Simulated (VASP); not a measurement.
# SrCl2 (Fm-3m) in VASP: single point with PBE

Aim: the single point of SrCl2 with PBE.

Program: VASP 6.6.1. These are calculated values, not measurements. Logs are shortened: lines on timing, memory, paths and dates and some standing lists are left out, and cuts for length are marked.

## 1. The cell of the first run

The structure is cubic, space group Fm-3m (No. 225). The conventional cell has a = 6.999 Å, b = 6.999 Å, c = 6.999 Å, α = 90.00°, β = 90.00°, γ = 90.00°. Within 4.0 Å of Sr (site symmetry m-3m) lie 8 Cl at 3.03 Å. Within 4.0 Å of Cl (site symmetry -43m) lie 4 Sr at 3.03 Å and 6 Cl at 3.50 Å.

## 2. Single point, PBE

Input file INCAR:

```
PREC = Accurate
ENCUT = 500
EDIFF = 1E-6
ISMEAR = 0
SIGMA = 0.01
LREAL = False
LASPH = True
NELM = 120
ALGO = Normal
ISIF = 2
LWAVE = False
LCHARG = True
GGA = PE
LELF = True
LVHAR = True
NBANDS = 19
GGA_COMPAT = False
```

Input file KPOINTS:

```
Automatic mesh
0
Gamma
  2 2 2
```

Input file POSCAR:

```
SrCl2
1.0
    0.0000000000      3.4997470000      3.4997470000
    3.4997470000      0.0000000000      3.4997470000
    3.4997470000      3.4997470000      0.0000000000
Sr Cl
1 2
Direct
    0.0000000000      0.0000000000      0.0000000000
    0.7500000000      0.7500000000      0.7500000000
    0.2500000000      0.2500000000      0.2500000000
```

Potentials or basis: VASP PAW PBE potentials, release 64 (Sr_sv, Cl).

Started as:

```
cat potpaw_PBE.64/Sr_sv/POTCAR potpaw_PBE.64/Cl/POTCAR > POTCAR
mpirun -np 1 vasp_std > vasp.out
```

OUTCAR:

```text
PREC = Accurate
   ENCUT = 500
   EDIFF = 1E-6
   ISMEAR = 0
   LREAL = False
   LASPH = True
   NELM = 120
   ISIF = 2
   GGA = PE

 ion  position               nearest neighbor table
   1  0.000  0.000  0.000-   2 3.03   3 3.03   2 3.03   2 3.03   2 3.03   3 3.03   3 3.03   3 3.03

   2  0.750  0.750  0.750-   1 3.03   1 3.03   1 3.03   1 3.03
   3  0.250  0.250  0.250-   1 3.03   1 3.03   1 3.03   1 3.03

  LATTYP: Found a face centered cubic cell.
 ALAT       =     6.9994940000

  Lattice vectors:

 A1 = (   0.0000000000,   3.4997470000,   3.4997470000)
 A2 = (   3.4997470000,   0.0000000000,   3.4997470000)
 A3 = (   3.4997470000,   3.4997470000,   0.0000000000)

Analysis of symmetry for initial positions (statically):
=====================================================================
 Subroutine PRICEL returns:
 Original cell was already a primitive cell.

 Routine SETGRP: Setting up the symmetry group for a
 face centered cubic supercell.

 Subroutine GETGRP returns: Found 48 space group operations
 (whereof 48 operations were pure point group operations)
 out of a pool of 48 trial point group operations.

The static configuration has the point symmetry O_h .

Analysis of symmetry for dynamics (positions and initial velocities):
=====================================================================
 Subroutine PRICEL returns:
 Original cell was already a primitive cell.

 Routine SETGRP: Setting up the symmetry group for a
 face centered cubic supercell.

 Subroutine GETGRP returns: Found 48 space group operations
 (whereof 48 operations were pure point group operations)
 out of a pool of 48 trial point group operations.

The dynamic configuration has the point symmetry O_h .

 Subroutine INISYM returns: Found 48 space group operations
 (whereof 48 operations are pure point group operations),
 and found     1 'primitive' translations

----------------------------------------------------------------------------------------

                                     Primitive cell

  volume of cell :      85.7314

  direct lattice vectors                    reciprocal lattice vectors
     0.000000000  3.499747000  3.499747000    -0.142867470  0.142867470  0.142867470
     3.499747000  0.000000000  3.499747000     0.142867470 -0.142867470  0.142867470
     3.499747000  3.499747000  0.000000000     0.142867470  0.142867470 -0.142867470

  length of vectors
     4.949389672  4.949389672  4.949389672     0.247453717  0.247453717  0.247453717

  position of ions in fractional coordinates (direct lattice)
     0.000000000  0.000000000  0.000000000
     0.750000000  0.750000000  0.750000000
     0.250000000  0.250000000  0.250000000

  ion indices of the primitive-cell ions
   primitive index   ion index
                 1           1
                 2           2
                 3           3

----------------------------------------------------------------------------------------

 KPOINTS: Automatic mesh

Automatic generation of k-mesh.
 Grid dimensions read from file:
 generate k-points for:    2    2    2

 Generating k-lattice:

  Cartesian coordinates                     Fractional coordinates (reciprocal lattice)
    -0.071433735  0.071433735  0.071433735     0.500000000  0.000000000  0.000000000
     0.071433735 -0.071433735  0.071433735     0.000000000  0.500000000  0.000000000
     0.071433735  0.071433735 -0.071433735     0.000000000  0.000000000  0.500000000

  Length of vectors
     0.123726859  0.123726859  0.123726859

  Shift w.r.t. Gamma in fractional coordinates (k-lattice)
     0.000000000  0.000000000  0.000000000

 Subroutine IBZKPT returns following result:
 ===========================================

 Found      3 irreducible k-points:

 Following reciprocal coordinates:
            Coordinates               Weight
  0.000000  0.000000  0.000000      1.000000
  0.500000  0.000000  0.000000      4.000000
  0.500000  0.500000  0.000000      3.000000
   k-points           NKPTS =      3   k-points in BZ     NKDIM =      3   number of bands    NBANDS=     19
   number of dos      NEDOS =    301   number of ions     NIONS =      3
   total plane-waves  NPLWV =  46656
   dimension x,y,z NGX =    36 NGY =   36 NGZ =   36
   dimension x,y,z NGXF=    72 NGYF=   72 NGZF=   72
   ions per type =               1   2
   NGX,Y,Z   is equivalent  to a cutoff of  12.09, 12.09, 12.09 a.u.
   NGXF,Y,Z  is equivalent  to a cutoff of  24.18, 24.18, 24.18 a.u.
 SYSTEM =  unknown system
   PREC   = accura    normal or accurate (medium, high low for compatibility)
   ISTART =      0    job   : 0-new  1-cont  2-samecut
   ICHARG =      2    charge: 1-file 2-atom 10-const
   ISPIN  =      1    spin polarized calculation?
   LNONCOLLINEAR =      F non collinear calculations
   LSORBIT =      F    spin-orbit coupling
   LASPH  =      T    aspherical Exc in radial PAW
   ENCUT  =  500.0 eV  36.75 Ry    6.06 a.u.   9.02  9.02  9.02*2*pi/ulx,y,z
   NELM   =    120;   NELMIN=  2; NELMDL= -5     # of ELM steps
   EDIFF  = 0.1E-05   stopping-criterion for ELM
   LREAL  =      F    real-space projection
   EDIFFG = 0.1E-04   stopping-criterion for IOM
   NSW    =      0    number of steps for IOM
   IBRION =     -1    ionic relax: 0-MD 1-quasi-New 2-CG
   NFREE  =      0    steps in history (QN), initial steepest desc. (CG)
   ISIF   =      2    stress and relaxation
   ISYM   =      2    0-nonsym 1-usesym 2-fastsym
   POTIM  = 0.5000    time-step for ionic-motion
   TEBEG  =    0.0;   TEEND  =   0.0 temperature during run
   PSTRESS=    0.0 pullay stress
   NELECT =      24.0000    total number of electrons
   NUPDOWN=      -1.0000    fix difference up-down
   EMIN   =  10.00;   EMAX   =-10.00  energy-range for DOS
   EFERMI =   0.00;   METHOD = LEGACY
   ISMEAR =     0;   SIGMA  =   0.01  broadening in eV -4-tet -1-fermi 0-gaus
   EFERMI_NEDOS =   21; number of points for ismear=-14 and -15
   IALGO  =     38    algorithm
   IMIX   =      4    mixing-type and parameters
     AMIX     =   0.40;   BMIX     =  1.00
     AMIX_MAG =   1.60;   BMIX_MAG =  1.00
  volume/ion in A,a.u.               =      28.58       192.85
  Fermi-wavevector in a.u.,A,eV,Ry     =   1.070940  2.023784 15.604701  1.146913
  Thomas-Fermi vector in A             =   2.206666
   LORBIT       =      0    0 simple, 1 ext, 2 COOP (PROOUT), +10 PAW based schemes
   GGA     = PE    functional components
   LHFCALC =     F    Hartree Fock is set to
   AEXX    =    0.0000 exact exchange contribution
   IVDW    =     0    specifies the selected vdW correction
   LEPSILON=     F    determine dielectric tensor
   LRPA    =     F    only Hartree local field effects (RPA)
 non-spin polarized calculation
 Gauss-broadening in eV      SIGMA  =   0.01
  energy-cutoff  :      500.00
  volume of cell :       85.73
 maximum number of plane-waves:      2200
 NGX is ok and might be reduce to    36
   NGX = 17   NGY = 17   NGZ = 17

 number of electron      24.0000002 magnetization

 Free energy of the ion-electron system (eV)
  ---------------------------------------------------
  ext. energy  EPLUGINS =         0.00000000
  ---------------------------------------------------
  free energy    TOTEN  =       -12.74801852 eV

  energy without entropy =      -12.74801852  energy(sigma->0) =      -12.74801852

 E-fermi :   0.1907     XC(G=0):  -8.2368

 val. band max:        0.1052377492   @ k =   0.5000   0.5000   0.0000
 cond. band min:       5.3951249213   @ k =   0.0000   0.0000   0.0000
 fundamental gap:      5.2898871721
 Fermi energy:         0.1907216405

 k-point     1 :       0.0000    0.0000    0.0000
  band No.  band energies     occupation
      1     -32.8431      2.00000
      2     -14.8297      2.00000
      3     -14.8297      2.00000
      4     -14.8297      2.00000
      5     -13.1690      2.00000
      6     -12.3375      2.00000
      7      -1.9905      2.00000
      8      -1.9905      2.00000
      9      -1.9905      2.00000
     10      -0.2287      2.00000
     11      -0.2287      2.00000
     12      -0.2287      2.00000
     13       5.3951      0.00000
     14       6.1878      0.00000
     15       6.1878      0.00000
     16       9.1125      0.00000
     17       9.1125      0.00000
     18       9.1133      0.00000
     19       9.3412      0.00000

 k-point     2 :       0.5000    0.0000    0.0000
  band No.  band energies     occupation
      1     -32.8401      2.00000
      2     -15.0931      2.00000
      3     -14.8427      2.00000
      4     -14.8427      2.00000
      5     -12.7784      2.00000
      6     -12.4234      2.00000
      7      -1.4360      2.00000
      8      -1.4360      2.00000
      9      -1.3769      2.00000
     10      -1.1977      2.00000
     11      -0.9316      2.00000
     12      -0.9316      2.00000
     13       6.7893      0.00000
     14       6.7893      0.00000
     15       7.5581      0.00000
     16       7.9518      0.00000
     17       8.6621      0.00000
     18       8.6621      0.00000
     19       8.8055      0.00000

 k-point     3 :       0.5000    0.5000    0.0000
  band No.  band energies     occupation
      1     -32.8391      2.00000
      2     -15.1503      2.00000
      3     -14.8608      2.00000
      4     -14.8608      2.00000
      5     -12.6332      2.00000
      6     -12.4462      2.00000
      7      -2.6150      2.00000
      8      -1.7524      2.00000
      9      -1.7524      2.00000
     10      -0.2921      2.00000
     11      -0.2921      2.00000
     12       0.1052      2.00000
     13       5.5998      0.00000
     14       7.0993      0.00000
     15       7.6599      0.00000
     16       8.0616      0.00000
     17       8.0616      0.00000
     18       8.7179      0.00000
     19       9.9330      0.00000

------------------------ aborting loop because EDIFF is reached ----------------------------------------

  FORCE on cell =-STRESS in cart. coord.  units (eV):
  Direction    XX          YY          ZZ          XY          YZ          ZX
  --------------------------------------------------------------------------------------
  -------------------------------------------------------------------------------------
  Total        0.4925664      0.4925664      0.4925664     -0.0000000      0.0000000      0.0000000
  in kB        9.2052466      9.2052466      9.2052466     -0.0000000      0.0000000      0.0000000
  external PRESSURE =       9.2052466 kB  Pullay stress =       0.0000000 kB

 VOLUME and BASIS-vectors are now :
 -----------------------------------------------------------------------------
  energy-cutoff  :      500.00
  volume of cell :       85.73
      direct lattice vectors                 reciprocal lattice vectors
     0.000000000  3.499747000  3.499747000    -0.142867470  0.142867470  0.142867470
     3.499747000  0.000000000  3.499747000     0.142867470 -0.142867470  0.142867470
     3.499747000  3.499747000  0.000000000     0.142867470  0.142867470 -0.142867470

 POSITION                                       TOTAL-FORCE (eV/Angst)
 -----------------------------------------------------------------------------------
      0.00000      0.00000      0.00000         0.000000      0.000000      0.000000
      5.24962      5.24962      5.24962        -0.000000     -0.000000     -0.000000
      1.74987      1.74987      1.74987         0.000000      0.000000     -0.000000
 -----------------------------------------------------------------------------------
    total drift:                                0.000000      0.000000      0.000000

  FREE ENERGIE OF THE ION-ELECTRON SYSTEM (eV)
  ---------------------------------------------------
  free  energy   TOTEN  =       -12.7480185244 eV

  energy  without entropy=      -12.7480185244  energy(sigma->0) =      -12.74801852
```

It took 19 s on 1 thread of Intel Xeon 8259CL, shared host; peak memory 0.2 GiB.

Results:

```yaml
Free_energy: -12.7480 eV
Pressure: 0.9 GPa
Band_gap_on_the_k_mesh: 5.29 eV, indirect (least direct gap 5.49 eV)
```

Caveat: the k points lie up to 0.78 Å⁻¹ apart.
